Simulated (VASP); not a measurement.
Input of a VASP 6.6.1 run:

The input INCAR:

```
SYSTEM = SnSe2
PREC = Accurate
ENCUT = 520
EDIFF = 1E-6
ISMEAR = 0
SIGMA = 0.05
LREAL = .False.
LASPH = .True.
NELM = 100
ALGO = Normal
ISIF = 2
LWAVE = .False.
LCHARG = .True.
GGA = PE
IVDW = 12
LELF = .True.
LVHAR = .True.
NBANDS = 20
```

The input KPOINTS:

```
Automatic mesh
0
Gamma
  9 9 6
  0 0 0
```

File POSCAR:

```
SnSe2
1.0
    3.9184069144      0.0000000000      0.0000000000
   -1.9592034572      3.3934399303      0.0000000000
    0.0000000000      0.0000000000      5.8051664257
Sn Se
1 2
Direct
    0.0000000000      0.0000000000      0.0000000000
    0.3333333333      0.6666666667      0.2500000000
    0.6666666667      0.3333333333      0.7500000000
```

Potentials or basis: VASP PAW PBE potentials, release 64 (Sn_d, Se).

Launch:

```sh
$ cat potpaw_PBE.64/Sn_d/POTCAR potpaw_PBE.64/Se/POTCAR > POTCAR
$ mpirun -np 1 vasp_std > vasp.out
```

Problem. Predict the pressure.

Solution. 2.8 GPa.

Problem. Predict the band gap on the k mesh.

Solution. 0.15 eV.

Stress tensor (GPa, compression positive):
```
1.14 0.00 0.00
0.00 1.14 0.00
0.00 0.00 5.97
```

Caveat: semilocal functionals underestimate gaps, and a narrow one can read as zero; spin-orbit coupling is left out, which moves the levels of the heavy elements; forces of over 1 eV/Å act on the atoms, so gaps and moduli don't describe the material at rest. A k mesh can miss the band edges.
